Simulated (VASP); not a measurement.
# CdF2 (I4/mmm) in VASP: further runs

CdF2 is run at these levels: PBEsol; tasks: single point.

Program: VASP 6.6.1. These are calculated values, not measurements. Logs are shortened: lines on timing, memory, paths and dates and some standing lists are left out, and cuts for length are marked.

**1. The cell of the first run**

The structure is tetragonal, space group I4/mmm (No. 139). Conventional cell: a = 3.753 Å, b = 3.753 Å, c = 5.098 Å, α = 90.00°, β = 90.00°, γ = 90.00°. Within 3.0 Å of Cd (site symmetry 4/mmm) lie 8 F at 2.27 Å. Within 3.0 Å of F (site symmetry -4m2) lie 4 Cd at 2.27 Å and 6 F at 2.55 to 2.65 Å.

**2. Single point, PBEsol (11.97 Å³/atom)**

Input file INCAR:

```
ALGO = Normal
EDIFF = 1E-6
ENCUT = 700
GGA = PS
GGA_COMPAT = F
ISIF = 2
ISMEAR = 0
LASPH = T
LCHARG = T
LELF = T
LREAL = F
LVHAR = T
LWAVE = F
NBANDS = 24
NELM = 120
PREC = Accurate
SIGMA = 0.05
```

Input file KPOINTS:

```
k-points
0
Gamma
  8 8 8
```

Input file POSCAR:

```
CdF2
1.0
    0.0000000000      2.6534902058      2.5492080407
    2.6534902058      0.0000000000      2.5492080407
    2.6534902058      2.6534902058      0.0000000000
Cd F
1 2
Direct
    0.0000000000      0.0000000000      0.0000000000
    0.2500000000      0.2500000000      0.2500000000
    0.7500000000      0.7500000000      0.7500000000
```

Potentials or basis: VASP PAW PBE potentials, release 64 (Cd_sv_GW, F).

Started as:

```console
> cat potpaw_PBE.64/Cd_sv_GW/POTCAR potpaw_PBE.64/F/POTCAR > POTCAR
> mpirun -np 1 vasp_std > vasp.out
```

OUTCAR:

```text
EDIFF = 1E-6
   ENCUT = 700
   GGA = PS
   ISIF = 2
   ISMEAR = 0
   LASPH = T
   LREAL = F
   NELM = 120
   PREC = Accurate

 ion  position               nearest neighbor table
   1  0.000  0.000  0.000-   3 2.27   3 2.27   3 2.27   2 2.27   3 2.27   2 2.27   2 2.27   2 2.27

   2  0.250  0.250  0.250-   1 2.27   1 2.27   1 2.27   1 2.27
   3  0.750  0.750  0.750-   1 2.27   1 2.27   1 2.27   1 2.27

  LATTYP: Found a body centered tetragonal cell.
 ALAT       =     3.7526018367
 C/A-ratio  =     1.3586349694

  Lattice vectors:

 A1 = (   0.0000000000,  -2.6534902058,  -2.5492080407)
 A2 = (   0.0000000000,   2.6534902058,  -2.5492080407)
 A3 = (   2.6534902058,   0.0000000000,   2.5492080407)

Analysis of symmetry for initial positions (statically):
=====================================================================
 Subroutine PRICEL returns:
 Original cell was already a primitive cell.

 Routine SETGRP: Setting up the symmetry group for a
 body centered tetragonal supercell.

 Subroutine GETGRP returns: Found 16 space group operations
 (whereof 16 operations were pure point group operations)
 out of a pool of 16 trial point group operations.

The static configuration has the point symmetry D_4h.

Analysis of symmetry for dynamics (positions and initial velocities):
=====================================================================
 Subroutine PRICEL returns:
 Original cell was already a primitive cell.

 Routine SETGRP: Setting up the symmetry group for a
 body centered tetragonal supercell.

 Subroutine GETGRP returns: Found 16 space group operations
 (whereof 16 operations were pure point group operations)
 out of a pool of 16 trial point group operations.

The dynamic configuration has the point symmetry D_4h.

 Subroutine INISYM returns: Found 16 space group operations
 (whereof 16 operations are pure point group operations),
 and found     1 'primitive' translations

----------------------------------------------------------------------------------------

                                     Primitive cell

  volume of cell :      35.8980

  direct lattice vectors                    reciprocal lattice vectors
     0.000000000  2.653490206  2.549208041    -0.188431070  0.188431070  0.196139347
     2.653490206  0.000000000  2.549208041     0.188431070 -0.188431070  0.196139347
     2.653490206  2.653490206  0.000000000     0.188431070  0.188431070 -0.196139347

  length of vectors
     3.679602140  3.679602140  3.752601837     0.330882426  0.330882426  0.330882426

  position of ions in fractional coordinates (direct lattice)
     0.000000000  0.000000000  0.000000000
     0.250000000  0.250000000  0.250000000
     0.750000000  0.750000000  0.750000000

  ion indices of the primitive-cell ions
   primitive index   ion index
                 1           1
                 2           2
                 3           3

----------------------------------------------------------------------------------------

 KPOINTS: k-points

Automatic generation of k-mesh.
 Grid dimensions read from file:
 generate k-points for:    8    8    8

 Generating k-lattice:

  Cartesian coordinates                     Fractional coordinates (reciprocal lattice)
    -0.023553884  0.023553884  0.024517418     0.125000000  0.000000000  0.000000000
     0.023553884 -0.023553884  0.024517418     0.000000000  0.125000000  0.000000000
     0.023553884  0.023553884 -0.024517418     0.000000000  0.000000000  0.125000000

  Length of vectors
     0.041360303  0.041360303  0.041360303

  Shift w.r.t. Gamma in fractional coordinates (k-lattice)
     0.000000000  0.000000000  0.000000000

 Subroutine IBZKPT returns following result:
 ===========================================

 Found     59 irreducible k-points:

 Following reciprocal coordinates:
            Coordinates               Weight
  0.000000  0.000000  0.000000      1.000000
  0.125000  0.000000  0.000000      8.000000
  0.250000  0.000000  0.000000      8.000000
  0.375000  0.000000  0.000000      8.000000
  0.500000  0.000000  0.000000      4.000000
  0.125000  0.125000  0.000000      2.000000
[... 16 lines left out ...]
  0.250000  0.000000  0.125000     16.000000
  0.375000  0.000000  0.125000     16.000000
 [... further k-points ...]
   k-points           NKPTS =     59   k-points in BZ     NKDIM =     59   number of bands    NBANDS=     24
   number of dos      NEDOS =    301   number of ions     NIONS =      3
   total plane-waves  NPLWV =  32768
   dimension x,y,z NGX =    32 NGY =   32 NGZ =   32
   dimension x,y,z NGXF=    64 NGYF=   64 NGZF=   64
   ions per type =               1   2
   NGX,Y,Z   is equivalent  to a cutoff of  14.46, 14.46, 14.18 a.u.
   NGXF,Y,Z  is equivalent  to a cutoff of  28.92, 28.92, 28.35 a.u.
 SYSTEM =  unknown system
   PREC   = accura    normal or accurate (medium, high low for compatibility)
   ISTART =      0    job   : 0-new  1-cont  2-samecut
   ICHARG =      2    charge: 1-file 2-atom 10-const
   ISPIN  =      1    spin polarized calculation?
   LNONCOLLINEAR =      F non collinear calculations
   LSORBIT =      F    spin-orbit coupling
   LASPH  =      T    aspherical Exc in radial PAW
   ENCUT  =  700.0 eV  51.45 Ry    7.17 a.u.   7.94  7.94  8.10*2*pi/ulx,y,z
   NELM   =    120;   NELMIN=  2; NELMDL= -5     # of ELM steps
   EDIFF  = 0.1E-05   stopping-criterion for ELM
   LREAL  =      F    real-space projection
   EDIFFG = 0.1E-04   stopping-criterion for IOM
   NSW    =      0    number of steps for IOM
   IBRION =     -1    ionic relax: 0-MD 1-quasi-New 2-CG
   NFREE  =      0    steps in history (QN), initial steepest desc. (CG)
   ISIF   =      2    stress and relaxation
   ISYM   =      2    0-nonsym 1-usesym 2-fastsym
   POTIM  = 0.5000    time-step for ionic-motion
   TEBEG  =    0.0;   TEEND  =   0.0 temperature during run
   PSTRESS=    0.0 pullay stress
   NELECT =      34.0000    total number of electrons
   NUPDOWN=      -1.0000    fix difference up-down
   EMIN   =  10.00;   EMAX   =-10.00  energy-range for DOS
   EFERMI =   0.00;   METHOD = LEGACY
   ISMEAR =     0;   SIGMA  =   0.05  broadening in eV -4-tet -1-fermi 0-gaus
   EFERMI_NEDOS =   21; number of points for ismear=-14 and -15
   IALGO  =     38    algorithm
   IMIX   =      4    mixing-type and parameters
     AMIX     =   0.40;   BMIX     =  1.00
     AMIX_MAG =   1.60;   BMIX_MAG =  1.00
  volume/ion in A,a.u.               =      11.97        80.75
  Fermi-wavevector in a.u.,A,eV,Ry     =   1.607722  3.038155 35.167947  2.584771
  Thomas-Fermi vector in A             =   2.703706
   LORBIT       =      0    0 simple, 1 ext, 2 COOP (PROOUT), +10 PAW based schemes
   GGA     = PS    functional components
   LHFCALC =     F    Hartree Fock is set to
   AEXX    =    0.0000 exact exchange contribution
   IVDW    =     0    specifies the selected vdW correction
   LEPSILON=     F    determine dielectric tensor
   LRPA    =     F    only Hartree local field effects (RPA)
 non-spin polarized calculation
 Gauss-broadening in eV      SIGMA  =   0.05
  energy-cutoff  :      700.00
  volume of cell :       35.90
 maximum number of plane-waves:      1528
   NGX = 15   NGY = 15   NGZ = 17

 number of electron      34.0000005 magnetization

 Free energy of the ion-electron system (eV)
  ---------------------------------------------------
  ext. energy  EPLUGINS =         0.00000000
  ---------------------------------------------------
  free energy    TOTEN  =       -11.60373262 eV

  energy without entropy =      -11.60373262  energy(sigma->0) =      -11.60373262

 E-fermi :   1.9538     XC(G=0): -11.3578

 val. band max:        1.4092344572   @ k =  -0.2500   0.5000   0.2500
 cond. band min:       4.5818659988   @ k =   0.0000   0.0000   0.0000
 fundamental gap:      3.1726315416
 Fermi energy:         1.9538403363

 k-point     1 :       0.0000    0.0000    0.0000
  band No.  band energies     occupation
      1     -96.7867      2.00000
      2     -57.9320      2.00000
      3     -57.9157      2.00000
      4     -57.9157      2.00000
      5     -19.8600      2.00000
      6     -18.4546      2.00000
[... 16 lines left out ...]
     23      21.1925      0.00000
     24      22.1634      0.00000

 k-point     2 :       0.1250    0.0000    0.0000
  band No.  band energies     occupation
      1     -96.7868      2.00000
      2     -57.9323      2.00000
      3     -57.9161      2.00000
      4     -57.9158      2.00000
      5     -19.7967      2.00000
      6     -18.5123      2.00000
[... 16 lines left out ...]
     23      20.8244      0.00000
     24      21.7361      0.00000

 k-point     3 :       0.2500    0.0000    0.0000
  band No.  band energies     occupation
      1     -96.7867      2.00000
      2     -57.9331      2.00000
      3     -57.9170      2.00000
      4     -57.9161      2.00000
      5     -19.6249      2.00000
      6     -18.6669      2.00000
[... 16 lines left out ...]
     23      20.9999      0.00000
     24      21.6041      0.00000

 k-point     4 :       0.3750    0.0000    0.0000
  band No.  band energies     occupation
      1     -96.7867      2.00000
      2     -57.9339      2.00000
      3     -57.9179      2.00000
      4     -57.9164      2.00000
      5     -19.3903      2.00000
      6     -18.8791      2.00000
[... 16 lines left out ...]
     23      20.4295      0.00000
     24      20.9498      0.00000

 k-point     5 :       0.5000    0.0000    0.0000
  band No.  band energies     occupation
      1     -96.7866      2.00000
      2     -57.9342      2.00000
      3     -57.9183      2.00000
      4     -57.9165      2.00000
      5     -19.1825      2.00000
      6     -19.0759      2.00000
[... 16 lines left out ...]
     23      20.2046      0.00000
     24      20.5098      0.00000

 k-point     6 :       0.1250    0.1250    0.0000
  band No.  band energies     occupation
      1     -96.7867      2.00000
      2     -57.9327      2.00000
      3     -57.9159      2.00000
      4     -57.9159      2.00000
      5     -19.7662      2.00000
      6     -18.5424      2.00000
[... 16 lines left out ...]
     23      21.2871      0.00000
     24      21.8837      0.00000
[... 379 lines left out ...]
 k-point    21 :       0.5000    0.5000    0.0000
  band No.  band energies     occupation
      1     -96.7866      2.00000
      2     -57.9364      2.00000
      3     -57.9175      2.00000
      4     -57.9175      2.00000
      5     -19.1700      2.00000
      6     -19.0138      2.00000
[... 16 lines left out ...]
     23      21.8291      0.00000
     24      22.1289      0.00000

 k-point    22 :       0.1250    0.0000    0.1250
  band No.  band energies     occupation
      1     -96.7868      2.00000
      2     -57.9323      2.00000
      3     -57.9163      2.00000
      4     -57.9158      2.00000
      5     -19.7823      2.00000
      6     -18.5225      2.00000
[... 16 lines left out ...]
     23      21.4066      0.00000
     24      22.0766      0.00000

 k-point    23 :       0.2500    0.0000    0.1250
  band No.  band energies     occupation
      1     -96.7867      2.00000
      2     -57.9328      2.00000
      3     -57.9171      2.00000
      4     -57.9161      2.00000
      5     -19.6558      2.00000
      6     -18.6321      2.00000
[... 16 lines left out ...]
     23      21.6909      0.00000
     24      22.8378      0.00000

 k-point    24 :       0.3750    0.0000    0.1250
  band No.  band energies     occupation
      1     -96.7867      2.00000
      2     -57.9335      2.00000
      3     -57.9180      2.00000
      4     -57.9165      2.00000
      5     -19.4541      2.00000
      6     -18.8096      2.00000
[... 16 lines left out ...]
     23      21.1336      0.00000
     24      22.6985      0.00000

 [... further k-points ...]

------------------------ aborting loop because EDIFF is reached ----------------------------------------

  FORCE on cell =-STRESS in cart. coord.  units (eV):
  Direction    XX          YY          ZZ          XY          YZ          ZX
  --------------------------------------------------------------------------------------
  -------------------------------------------------------------------------------------
  Total        2.0286426      2.0286426      3.0996362      0.0000000     -0.0000000      0.0000000
  in kB       90.5411216     90.5411216    138.3410464      0.0000000     -0.0000000      0.0000000
  external PRESSURE =     106.4744299 kB  Pullay stress =       0.0000000 kB

 VOLUME and BASIS-vectors are now :
 -----------------------------------------------------------------------------
  energy-cutoff  :      700.00
  volume of cell :       35.90
      direct lattice vectors                 reciprocal lattice vectors
     0.000000000  2.653490206  2.549208041    -0.188431070  0.188431070  0.196139347
     2.653490206  0.000000000  2.549208041     0.188431070 -0.188431070  0.196139347
     2.653490206  2.653490206  0.000000000     0.188431070  0.188431070 -0.196139347

 POSITION                                       TOTAL-FORCE (eV/Angst)
 -----------------------------------------------------------------------------------
      0.00000      0.00000      0.00000         0.000000     -0.000000      0.000000
      1.32675      1.32675      1.27460         0.000000      0.000000      0.000000
      3.98024      3.98024      3.82381        -0.000000     -0.000000      0.000000
 -----------------------------------------------------------------------------------
    total drift:                                0.000000     -0.000000      0.000000

  FREE ENERGIE OF THE ION-ELECTRON SYSTEM (eV)
  ---------------------------------------------------
  free  energy   TOTEN  =       -11.6037326217 eV

  energy  without entropy=      -11.6037326217  energy(sigma->0) =      -11.60373262
```

It took 45 s on 1 thread of AMD EPYC 9R45 (Zen 5), shared host; peak memory 0.21 GiB.

Results:

```yaml
Free_energy: -11.6037 eV
Pressure: 10.6 GPa
Band_gap_on_the_k_mesh: 3.17 eV (least direct gap 3.53 eV)
```

Stress tensor (GPa, compression positive):
```
 9.05  0.00  0.00
 0.00  9.05  0.00
 0.00  0.00 13.83
```

Levels at points of the mesh, in eV from the valence-band top:
```csv
k point,band 13,band 14,band 15,band 16,band 17,band 18,band 19,band 20,band 21,band 22
"(0.00, 0.00, 0.00)",-1.40,-1.01,-0.50,-0.36,-0.36,3.17,12.80,12.87,12.87,18.13
"(0.50, 0.00, 0.00)",-2.77,-2.31,-2.21,-0.36,-0.35,7.68,9.15,14.87,15.23,18.31
"(0.50, 0.50, 0.00)",-3.59,-3.14,-0.56,-0.16,-0.16,8.45,9.86,11.88,14.69,14.69
"(0.50, 0.00, 0.50)",-3.43,-3.26,-0.82,-0.17,-0.04,8.58,9.94,11.80,14.66,15.15
```

Caveat: the cell stands under pressure; the PAW data sets were made with another functional, which shifts forces and pressure a little. PBEsol gaps usually lie below the measured ones, often by a third to a half.

**3. Single point, PBEsol (11.97 Å³/atom)**

Input file INCAR:

```
SYSTEM = CdF2
PREC = Accurate ; ENCUT = 700
EDIFF = 1E-6 ; ISMEAR = 0
SIGMA = 0.05 ; LREAL = .FALSE.
LASPH = .TRUE. ; NELM = 120
ALGO = Normal ; ISIF = 2
LWAVE = .FALSE. ; LCHARG = .TRUE.
GGA = PS ; LELF = .TRUE.
LVHAR = .TRUE. ; NBANDS = 24
GGA_COMPAT = .FALSE.
```

Input file KPOINTS:

```
Automatic mesh
0
G
  8 8 8
  0 0 0
```

Input file POSCAR:

```
CdF2
1.0
    0.0000000000      2.6891365291      2.4820730164
    2.6891365291      0.0000000000      2.4820730164
    2.6891365291      2.6891365291      0.0000000000
Cd F
1 2
Direct
    0.0000000000      0.0000000000      0.0000000000
    0.2500000000      0.2500000000      0.2500000000
    0.7500000000      0.7500000000      0.7500000000
```

Potentials or basis: VASP PAW PBE potentials, release 64 (Cd_sv_GW, F).

Started as:

```console
> cat potpaw_PBE.64/Cd_sv_GW/POTCAR potpaw_PBE.64/F/POTCAR > POTCAR
> mpirun -np 1 vasp_std > vasp.out
```

It took 53 s on 1 thread of Intel Xeon 6975P-C (Granite Rapids), shared host; peak memory 0.24 GiB.

It converged, with:

* Free energy: -11.5600 eV
* Pressure: 10.6 GPa
* Band gap on the k mesh: 3.03 eV (least direct gap 3.45 eV)

Stress tensor (GPa, compression positive):
```
 7.28  0.00  0.00
 0.00  7.28  0.00
 0.00  0.00 17.17
```

Levels at points of the mesh, in eV from the valence-band top:
| k point | band 13 | band 14 | band 15 | band 16 | band 17 | band 18 | band 19 | band 20 | band 21 | band 22 |
| --- | --- | --- | --- | --- | --- | --- | --- | --- | --- | --- |
| (0.00, 0.00, 0.00) | -1.60 | -0.81 | -0.71 | -0.42 | -0.42 | 3.03 | 12.68 | 12.82 | 12.82 | 18.05 |
| (0.50, 0.00, 0.00) | -2.86 | -2.44 | -2.22 | -0.48 | -0.45 | 7.55 | 8.98 | 14.60 | 15.31 | 17.97 |
| (0.50, 0.50, 0.00) | -3.72 | -3.17 | -0.43 | -0.27 | -0.27 | 8.18 | 9.71 | 11.90 | 14.43 | 14.43 |
| (0.50, 0.00, 0.50) | -3.40 | -3.39 | -0.97 | -0.30 | -0.01 | 8.48 | 9.81 | 11.72 | 14.39 | 15.33 |

Caveat: the stress differs along the axes, from 7 to 17 GPa; the PAW data sets were made with another functional, which shifts forces and pressure a little. Expect the measured gap to be larger: semilocal functionals such as PBEsol lack the derivative discontinuity.
